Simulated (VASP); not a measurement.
Crystal: Nb2SiB2.

```
Nb Si B
1.0
     3.93020    0.00000    0.00000
    -1.96510    3.40366    0.00000
     0.00000    0.00000    5.36756
Nb Si B
2 1 2
Direct
  0.33333 0.66667 0.50000
  0.66667 0.33333 0.50000
  0.00000 0.00000 0.00000
  0.33333 0.66667 0.00000
  0.66667 0.33333 0.00000
```

| Quantity | Value |
| --- | --- |
| Program | VASP 6.6.1 |
| Task | relaxation of cell and atoms |
| Functional | PBE |
| Potentials or basis | VASP PAW PBE potentials, release 64 (Nb_sv, Si, B) |
| Cutoff | 600 eV |
| k mesh | 6 × 6 × 4 |
| Occupations | gaussian, width 0.1 eV |
| Spin | no spin polarisation |

At the start: pressure 3.2 GPa; volume 14.36 Å³/atom.

Task: Where does the relaxation end?

Result: Over 8 steps the energy falls by 346.8 meV/atom and the volume is 14.54 Å³/atom (+1.2 %); space group P6/mmm (No. 191, to 0.05 Å).

The path:
```tsv
step	energy change (eV)	largest force (eV/Å)	pressure (GPa)	volume (Å³)
1	0.0000	0.0000	3.19	71.80
2	-1.5504	0.0000	-2.97	74.05
3	-1.6990	0.0000	-1.95	74.58
4	-1.7186	0.0000	-2.69	74.47
5	-1.7192	0.0000	-2.58	74.49
6	-1.7219	0.0000	1.79	71.89
7	-1.7308	0.0000	-0.33	73.08
8	-1.7338	0.0000	0.04	72.69
```

Final structure:
```cif
data_structure
_symmetry_space_group_name_H-M 'P 1'
_symmetry_Int_Tables_number 1
_cell_length_a 4.2746
_cell_length_b 4.2746
_cell_length_c 4.5934
_cell_angle_alpha 90.000
_cell_angle_beta 90.000
_cell_angle_gamma 120.000
_cell_volume 72.69
loop_
_atom_site_label
_atom_site_type_symbol
_atom_site_fract_x
_atom_site_fract_y
_atom_site_fract_z
_atom_site_occupancy
Nb1 Nb 0.33333 0.66667 0.50000 1
Nb2 Nb 0.66667 0.33333 0.50000 1
Si1 Si 0.00000 0.00000 0.00000 1
B1 B 0.33333 0.66667 0.00000 1
B2 B 0.66667 0.33333 0.00000 1
```
